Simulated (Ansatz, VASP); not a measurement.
# Two plane-wave programs on C

INCAR

```
SYSTEM = C
  ALGO = Normal
  EDIFF = 1E-7
  ENCUT = 520
  GGA = PE
  ISIF = 2
  ISMEAR = 0
  IVDW = 12
  LASPH = .TRUE.
  LCHARG = .FALSE.
  LREAL = .FALSE.
  LWAVE = .FALSE.
  NBANDS = 11
  NELM = 80
  PREC = Accurate
  SIGMA = 0.15
```

File KPOINTS:

```
k-points
0
G
  21 21 12
  0 0 0
```

Contents of POSCAR:

```
C
1.0
    2.4851167323      0.0000000000      0.0000000000
   -1.2425583661      2.1521742215      0.0000000000
    0.0000000000      0.0000000000      3.6016171223
C
2
Direct
    0.3239632741      0.6479265481      0.0000000000
    0.6760367259      0.3520734519      0.0000000000
```

Input for Ansatz:

```yaml
crystal:
  lattice:
    - [2.4851167323, 0.0, 0.0]
    - [-1.2425583661, 2.1521742215, 0.0]
    - [0.0, 0.0, 3.6016171223]
  atoms:
    - { symbol: C, position: [0.3239632741, 0.6479265481, 0.0] }
    - { symbol: C, position: [0.6760367259, 0.3520734519, 0.0] }
basis:
  ecutwfc: 520.0
kpoints:
  mp_grid: { grid: [21, 21, 12] }
hamiltonian:
  xc: pbe
  pseudopotentials: { kind: paw, azcp: { folder: soft_1 } }
  dispersion: d3bj
scf:
  occupations: { method: gaussian, width: 0.15 }
output:
  forces: true
  stress: true
  eigenvalues: true
```

Change from the starting cell: mode 6 frozen in at -0.040 Å, equal normal strain along x, y and z +0.0083.

Alike in both runs: task single point; functional PBE; dispersion D3(BJ); k mesh 21 × 21 × 12; occupations gaussian, width 0.15 eV; no spin polarisation.

|  | VASP | Ansatz |
| --- | --- | --- |
| version | VASP 6.6.1 | Ansatz 0.2.0 |
| potentials or method | VASP PAW PBE potentials, release 64 (C), cutoff 520 eV | scalar-relativistic, plane waves, PAW |
| valence electrons in the cell | 8 | 8 |

```tsv
	VASP	Ansatz	Ansatz less VASP
gap on the k mesh at the Fermi level (eV)	none	none	-
pressure (GPa)	-3.7	-4.1	-0.36
traceless stress, the component that is largest in VASP (GPa)	-7.57	-7.63	-0.064
rms of the force components (eV/Å)	2.126	2.121	-0.0053
```

Atom by atom the forces differ by 0.005 eV/Å (rms over components). A gap of «none» marks a metal or a gap that the smearing closes.
